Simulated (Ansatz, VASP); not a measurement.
## Cd4InO: VASP beside Ansatz

File INCAR:

```
PREC = Accurate
ENCUT = 520
EDIFF = 1E-7
ISMEAR = 0
SIGMA = 0.1
LREAL = False
LASPH = True
NELM = 150
ALGO = Normal
ISIF = 2
LWAVE = False
LCHARG = False
ISPIN = 2
MAGMOM = 0 0 0 0 0 1
LORBIT = 11
GGA = PE
NBANDS = 46
```

File KPOINTS:

```
Automatic mesh
0
Gamma
  6 6 4
```

The input POSCAR:

```
Cd4InO
1.0
    5.1253372332      0.0000000000      0.0000000000
   -2.5626686166      4.4386722469      0.0000000000
    0.0000000000      0.0000000000      5.7046457004
Cd In O
4 1 1
Direct
    0.3333333333      0.6666666667      0.0000000000
    0.6666666667      0.3333333333      0.0000000000
    0.3333333333      0.6666666667      0.5000000000
    0.6666666667      0.3333333333      0.5000000000
    0.0000000000      0.0000000000      0.5000000000
    0.0000000000      0.0000000000      0.0000000000
```

Input for Ansatz:

```yaml
crystal:
  lattice:
    - [5.1253372332, 0.0, 0.0]
    - [-2.5626686166, 4.4386722469, 0.0]
    - [0.0, 0.0, 5.7046457004]
  atoms:
    - { symbol: Cd, position: [0.3333333333, 0.6666666667, 0.0] }
    - { symbol: Cd, position: [0.6666666667, 0.3333333333, 0.0] }
    - { symbol: Cd, position: [0.3333333333, 0.6666666667, 0.5] }
    - { symbol: Cd, position: [0.6666666667, 0.3333333333, 0.5] }
    - { symbol: In, position: [0.0, 0.0, 0.5] }
    - { symbol: O, position: [0.0, 0.0, 0.0], spin: 1.0 }
basis:
  ecutwfc: 420
kpoints:
  mp_grid: { grid: [6, 6, 4] }
hamiltonian:
  xc: pbe
scf:
  occupations: { method: gaussian, width: 0.1 }
  lower_state_search: "off"
output:
  forces: true
  stress: true
  eigenvalues: true
  populations: true
magnetization:
  spin_polarized: true
```

Alike in both runs: task single point; functional PBE; k mesh 6 × 6 × 4; occupations gaussian, width 0.1 eV; collinear spin.

```csv
,VASP,Ansatz
version,VASP 6.6.1,Ansatz 0.2.0
potentials or method,"VASP PAW PBE potentials, release 64 (Cd, In_d, O), cutoff 520 eV","scalar-relativistic, plane waves, PAW"
valence electrons in the cell,67,99
```

Ansatz gave:

```
gap on the k mesh at the Fermi level (eV)                     : none
pressure (GPa)                                                : 0.0
traceless stress, the component that is largest in VASP (GPa) : 0.22
net moment per atom (μB)                                      : 0.08
size of the moment on the site where the two differ most (μB) : 0.38
```

**Question.** Which values does VASP return?

**Answer.** gap on the k mesh at the Fermi level (eV): none; pressure (GPa): 0.2; traceless stress, the component that is largest in VASP (GPa): -0.01; net moment per atom (μB): 0.00; size of the moment on the site where the two differ most (μB): 0.00.

Site moments also hang on the region over which each program counts them. A gap of «none» marks a metal or a gap that the smearing closes. The functional is the same, so the differences come from potentials, cutoffs and numerics. VASP's potentials hold 67 valence electrons a cell and Ansatz's 99, so a difference there can come from the potentials and not from the codes.
